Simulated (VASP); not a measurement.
Au:

```
Au
1.0
    -1.66824    1.66824    1.66824
     1.66824   -1.66824    1.66824
     1.66824    1.66824   -1.66824
Au
1
Direct
  0.00000 0.00000 0.00000
```

This cell differs from its parent crystal: volume scaled by 1.02.

Base run:

```yaml
Program: VASP 6.6.1
Functional: PBE
Potentials_or_basis: VASP PAW PBE potentials, release 64 (Au)
Cutoff: 520 eV
k_mesh: 11 × 11 × 11
Occupations: fermi-dirac, width 0.05 eV
Spin: no spin polarisation
```

Its results: pressure -3.5 GPa.

Q: The run is repeated on the same cell with these changes: functional from PBE to r2SCAN. What comes out?

A: Pressure -6.3 GPa.

Caveats: the PAW data sets were made with another functional, which shifts forces and pressure a little (some runs).
